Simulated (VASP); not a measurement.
Runs of VASP 6.6.1 on Sn. The structure is that of space group P6_3/mmc (No. 194), or close to it. The cells are those of the table. 

| task | cell | k mesh | cutoff (eV) | gap on the mesh (eV) | pressure (GPa) |
| --- | --- | --- | --- | --- | --- |
| single point | a = 3.411, b = 3.411, c = 5.668 Å, angles 90.0, 90.0, 120.0°, 2 atoms | 17 × 17 × 9 | 520 | none | -0.1 |
| single point | a = 3.543, b = 3.543, c = 5.887 Å, angles 90.0, 90.0, 120.0°, 2 atoms | 12 × 12 × 6 | 520 | none | -3.8 |
| single point | a = 3.318, b = 3.318, c = 5.513 Å, angles 90.0, 90.0, 120.0°, 2 atoms | 12 × 12 × 6 | 520 | none | 4.5 |
| single point | a = 3.411, b = 3.411, c = 5.668 Å, angles 90.0, 90.0, 120.0°, 2 atoms | 12 × 12 × 6 | 520 | none | 0.1 |
| single point | a = 3.365, b = 3.365, c = 5.592 Å, angles 90.0, 90.0, 120.0°, 2 atoms | 12 × 12 × 6 | 520 | none | (a) |
| relaxation of cell and atoms | relaxed from a = 3.410, b = 3.410, c = 5.568 Å, angles 90.0, 90.0, 120.0°, 2 atoms | 11 × 11 × 6 | 600 | none | 0.0 |
| single point | a = 3.500, b = 3.500, c = 5.816 Å, angles 90.0, 90.0, 120.0°, 2 atoms | 12 × 12 × 6 | 520 | none | -2.8 |
| single point | a = 3.456, b = 3.456, c = 5.743 Å, angles 90.0, 90.0, 120.0°, 2 atoms | 12 × 12 × 6 | 520 | none | -1.5 |
| single point | a = 3.269, b = 3.269, c = 5.432 Å, angles 90.0, 90.0, 120.0°, 2 atoms | 12 × 12 × 6 | 520 | none | (b) |
| single point | a = 3.411, b = 3.411, c = 5.668 Å, angles 90.0, 90.0, 120.0°, 2 atoms | 11 × 11 × 6 | 520 | none | -0.1 |

Alike in all rows: level RPBE; potentials or basis VASP PAW PBE potentials, release 64 (Sn_d); no spin polarisation; smearing fermi-dirac 0.1 eV.

Question: Fill in the values left out.

Answer: (a) 2.0; (b) 7.6.

Caveats: the PAW data sets were made with another functional, which shifts forces and pressure a little; spin-orbit coupling is left out, which moves the levels of the heavy elements.

A k mesh can miss the band edges, and the runs leave out spin-orbit coupling on Sn.

A gap of «none» marks levels without a gap at the run's occupations.
